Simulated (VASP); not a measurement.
# SnS2 (m.A) in VASP: single point with PBE+D3(BJ)

Aim: the single point of SnS2 (m.A) with PBE+D3(BJ).

Everything below comes from runs of VASP 6.6.1. Logs are shortened: lines on timing, memory, paths and dates and some standing lists are left out, and cuts for length are marked.

## Step 1: The cell of the first run

The cell holds a sheet with vacuum, 3 atoms: a = 3.664 Å, b = 3.664 Å, c = 29.720 Å, α = 90.00°, β = 90.00°, γ = 120.00°.

## Step 2: Single point, PBE+D3(BJ)

Input file INCAR:

```
SYSTEM = SnS2
PREC     = Accurate       ! precision mode
ENCUT    = 400            ! plane-wave cutoff, eV
EDIFF    = 1E-6           ! SCF threshold, eV
ISMEAR   = 0              ! smearing method
SIGMA    = 0.03           ! smearing width, eV
LREAL    = .FALSE.        ! projectors in reciprocal space
LASPH    = .TRUE.         ! aspherical terms in the spheres
NELM     = 120            ! most SCF steps
ALGO     = Normal         ! electronic algorithm
ISIF     = 2              ! what is computed and relaxed
LWAVE    = .FALSE.        ! write WAVECAR
LCHARG   = .TRUE.         ! write CHGCAR
LDIPOL   = .TRUE.       
IDIPOL   = 3            
DIPOL    = 0.5 0.5 0.285
GGA      = PE             ! functional
IVDW     = 12             ! dispersion correction
LELF     = .TRUE.         ! ELF
LVHAR    = .TRUE.       
LVACPOTAV= .TRUE.       
NBANDS   = 20             ! bands
GGA_COMPAT= .FALSE.      
NELMDL   = -8
```

Input file KPOINTS:

```
Automatic mesh
0
G
  12 12 1
  0 0 0
```

Input file POSCAR:

```
SnS2
1.0
    3.6644075864      0.0000000000      0.0000000000
   -1.8322037932      3.1734700596      0.0000000000
    0.0000000000      0.0000000000     29.7199999971
S Sn
2 1
Direct
    0.3333333333      0.6666666667      0.2353908623
    0.6666666667      0.3333333333      0.3352686263
    0.0000000000      0.0000000000      0.2853297443
```

Potentials or basis: VASP PAW PBE potentials, release 64 (S, Sn_d).

Command:

```bash
$ cat potpaw_PBE.64/S/POTCAR potpaw_PBE.64/Sn_d/POTCAR > POTCAR
$ mpirun -np 1 vasp_std > vasp.out
```

OUTCAR:

```text
SYSTEM = SnS2
   PREC = Accurate
   ENCUT = 400
   EDIFF = 1E-6
   ISMEAR = 0
   LREAL = .FALSE.
   LASPH = .TRUE.
   NELM = 120
   ISIF = 2
   GGA = PE
   IVDW = 12
   NELMDL = -8
 IVDW          = 12

 ion  position               nearest neighbor table
   1  0.333  0.667  0.235-   3 2.58   3 2.58   3 2.58
   2  0.667  0.333  0.335-   3 2.58   3 2.58   3 2.58
   3  0.000  0.000  0.285-   1 2.58   2 2.58   1 2.58   2 2.58   2 2.58   1 2.58

  LATTYP: Found a hexagonal cell.
 ALAT       =     3.6644075864
 C/A-ratio  =     8.1104514976

  Lattice vectors:

 A1 = (   3.6644075864,   0.0000000000,   0.0000000000)
 A2 = (  -1.8322037932,   3.1734700596,   0.0000000000)
 A3 = (   0.0000000000,   0.0000000000,  29.7199999971)

Analysis of symmetry for initial positions (statically):
=====================================================================
 Subroutine PRICEL returns:
 Original cell was already a primitive cell.

 Routine SETGRP: Setting up the symmetry group for a
 hexagonal supercell.

 Subroutine GETGRP returns: Found 12 space group operations
 (whereof  6 operations were pure point group operations)
 out of a pool of 24 trial point group operations.

The static configuration has the point symmetry C_3v.
 The point group associated with its full space group is D_3d.

Analysis of symmetry for dynamics (positions and initial velocities):
=====================================================================
 Subroutine PRICEL returns:
 Original cell was already a primitive cell.

 Routine SETGRP: Setting up the symmetry group for a
 hexagonal supercell.

 Subroutine GETGRP returns: Found 12 space group operations
 (whereof  6 operations were pure point group operations)
 out of a pool of 24 trial point group operations.

The dynamic configuration has the point symmetry C_3v.
 The point group associated with its full space group is D_3d.

 Subroutine INISYM returns: Found 12 space group operations
 (whereof  6 operations are pure point group operations),
 and found     1 'primitive' translations

----------------------------------------------------------------------------------------

                                     Primitive cell

  volume of cell :     345.6105

  direct lattice vectors                    reciprocal lattice vectors
     3.664407586  0.000000000  0.000000000     0.272895407  0.157556237  0.000000000
[... 85 lines left out ...]
   NSW    =      0    number of steps for IOM
   IBRION =     -1    ionic relax: 0-MD 1-quasi-New 2-CG
   NFREE  =      0    steps in history (QN), initial steepest desc. (CG)
   ISIF   =      2    stress and relaxation
   ISYM   =      2    0-nonsym 1-usesym 2-fastsym
   POTIM  = 0.5000    time-step for ionic-motion
   TEBEG  =    0.0;   TEEND  =   0.0 temperature during run
   PSTRESS=    0.0 pullay stress
   NELECT =      26.0000    total number of electrons
   NUPDOWN=      -1.0000    fix difference up-down
   EMIN   =  10.00;   EMAX   =-10.00  energy-range for DOS
   EFERMI =   0.00;   METHOD = LEGACY
   ISMEAR =     0;   SIGMA  =   0.03  broadening in eV -4-tet -1-fermi 0-gaus
   EFERMI_NEDOS =   21; number of points for ismear=-14 and -15
   IALGO  =     38    algorithm
   IMIX   =      4    mixing-type and parameters
     AMIX     =   0.40;   BMIX     =  1.00
     AMIX_MAG =   1.60;   BMIX_MAG =  1.00
  volume/ion in A,a.u.               =     115.20       777.43
  Fermi-wavevector in a.u.,A,eV,Ry     =   0.691094  1.305978  6.498286  0.477611
  Thomas-Fermi vector in A             =   1.772647
   LORBIT       =      0    0 simple, 1 ext, 2 COOP (PROOUT), +10 PAW based schemes
   GGA     = PE    functional components
   LHFCALC =     F    Hartree Fock is set to
   AEXX    =    0.0000 exact exchange contribution
   IVDW    =    12    specifies the selected vdW correction
   LEPSILON=     F    determine dielectric tensor
   LRPA    =     F    only Hartree local field effects (RPA)
 non-spin polarized calculation
 Gauss-broadening in eV      SIGMA  =   0.03
  energy-cutoff  :      400.00
  volume of cell :      345.61
 maximum number of plane-waves:      6360
 NGX is ok and might be reduce to    24
   NGX = 11   NGY = 11   NGZ = 97

 dipolmoment           0.000000      0.000000     -0.000002 electrons x Angstroem

 number of electron      26.0000005 magnetization

 dipolmoment           0.000000      0.000000      0.000004 electrons x Angstroem

 Free energy of the ion-electron system (eV)
  ---------------------------------------------------
  ext. energy  EPLUGINS =         0.00000000
  ---------------------------------------------------
  free energy    TOTEN  =       -13.20693551 eV

  energy without entropy =      -13.20693551  energy(sigma->0) =      -13.20693551

 E-fermi :  -4.3151     XC(G=0):  -2.2484

 val. band max:       -4.5365738855   @ k =   0.1667  -0.0000   0.0000
 cond. band min:      -2.9620500334   @ k =   0.5000   0.0000   0.0000
 fundamental gap:      1.5745238521
 Fermi energy:        -4.3151024248

 k-point     1 :       0.0000    0.0000    0.0000
  band No.  band energies     occupation
      1     -25.3042      2.00000
      2     -25.3042      2.00000
      3     -25.2625      2.00000
      4     -25.2378      2.00000
      5     -25.2378      2.00000
      6     -17.9390      2.00000
[... 426 lines left out ...]
     19       4.7253      0.00000
     20       4.7253      0.00000

------------------------ aborting loop because EDIFF is reached ----------------------------------------

 Edisp (eV)   -0.69589

 E8    (eV) :    -0.3052

  FORCE on cell =-STRESS in cart. coord.  units (eV):
  Direction    XX          YY          ZZ          XY          YZ          ZX
  --------------------------------------------------------------------------------------
  -------------------------------------------------------------------------------------
  Total      -0.05630    -0.05630    -0.04323     0.00000    -0.00000    -0.00000
  in kB      -0.26100    -0.26100    -0.20042     0.00000    -0.00000    -0.00000
  external pressure =       -0.24 kB  Pullay stress =        0.00 kB

 VOLUME and BASIS-vectors are now :
 -----------------------------------------------------------------------------
  energy-cutoff  :      400.00
  volume of cell :      345.61
      direct lattice vectors                 reciprocal lattice vectors
     3.664407586  0.000000000  0.000000000     0.272895407  0.157556237  0.000000000
    -1.832203793  3.173470060  0.000000000     0.000000000  0.315112473  0.000000000
     0.000000000  0.000000000 29.719999997     0.000000000  0.000000000  0.033647376

 POSITION                                       TOTAL-FORCE (eV/Angst)
 -----------------------------------------------------------------------------------
     -0.00000      2.11565      6.99582         0.000000      0.000000      0.005316
      1.83220      1.05782      9.96418        -0.000000     -0.000000     -0.005316
      0.00000      0.00000      8.48000        -0.000000      0.000000     -0.000000
 -----------------------------------------------------------------------------------
    total drift:                               -0.000000     -0.000000      0.000092

  FREE ENERGIE OF THE ION-ELECTRON SYSTEM (eV)
  ---------------------------------------------------
  free  energy   TOTEN  =       -13.9028236611 eV

  energy  without entropy=      -13.9028236611  energy(sigma->0) =      -13.90282366

 vacuum level on the upper side and lower side of the slab         2.215         2.215
```

Wall time 3.7 min (1 thread of Intel Xeon 8259CL, shared host); peak memory 0.37 GiB.

Results:

```
Free energy                : -13.9028 eV
Largest force              : 0.005 eV/Å
Band gap on the k mesh     : 1.57 eV, indirect (least direct gap 1.83 eV)
Dispersion energy per atom : -0.232 eV
```

Forces on the atoms (eV/Å):
```
S    0.000  0.000  0.005
S    0.000  0.000 -0.005
Sn   0.000  0.000  0.000
```

Levels at points of the mesh, in eV from the valence-band top:
```
           k point  band 11  band 12  band 13  band 14  band 15  band 16
(0.00, 0.00, 0.00)    -0.46    -0.08    -0.08     2.45     3.87     5.48
(0.50, 0.00, 0.00)    -2.04    -0.52    -0.26     1.57     4.80     6.33
```

Caveat: spin-orbit coupling is left out, which moves the levels of the heavy elements.
